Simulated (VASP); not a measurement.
Set up this calculation in VASP 6.6.1, as the native input.

- Task: single point
- Functional: PBE
- Potentials or basis: VASP PAW PBE potentials, release 64 (Mo_sv, F)
- Cutoff: 520 eV
- k mesh: 6 × 6 × 6
- Occupations: gaussian, width 0.1 eV
- Spin: collinear spin
- Starting moments: [0.67, 0.0] μB
- Dipole correction: no
- Further INCAR settings: ALGO = Normal; EDIFF = 1e-07; NBANDS = 22

The structure of MoF lies in POSCAR:

```
MoF
1.0
    0.0000000000      2.4422035350      2.4422035350
    2.4422035350      0.0000000000      2.4422035350
    2.4422035350      2.4422035350      0.0000000000
Mo F
1 1
Direct
    0.0000000000      0.0000000000      0.0000000000
    0.7500000000      0.7500000000      0.7500000000
```

One way to write it, as run:

INCAR

```
PREC = Accurate
ENCUT = 520
EDIFF = 1E-7
ISMEAR = 0
SIGMA = 0.1
LREAL = False
LASPH = True
NELM = 150
ALGO = Normal
ISIF = 2
LWAVE = False
LCHARG = False
ISPIN = 2
MAGMOM = 0.67 0
LORBIT = 11
LMAXMIX = 4
GGA = PE
NBANDS = 22
```

KPOINTS

```
Automatic mesh
0
Gamma
  6 6 6
```

Potentials or basis: VASP PAW PBE potentials, release 64 (Mo_sv, F).

Command:

```sh
$ cat potpaw_PBE.64/Mo_sv/POTCAR potpaw_PBE.64/F/POTCAR > POTCAR
$ mpirun -np 1 vasp_std > vasp.out
```

It gave:

The pressure is 0.5 GPa. The band gap on the k mesh is zero (filled and empty bands overlap) and the net moment is 0.98 μB per cell. The site moments are Mo +0.91; F +0.00 μB and the valence electrons inside the program's atomic spheres are Mo 12.08; F 6.11.

Caveat: the k points lie up to 0.37 Å⁻¹ apart.

Wall time 56 s on 1 thread of Intel Xeon 8259CL, with other jobs on the host, peak memory 0.18 GiB.
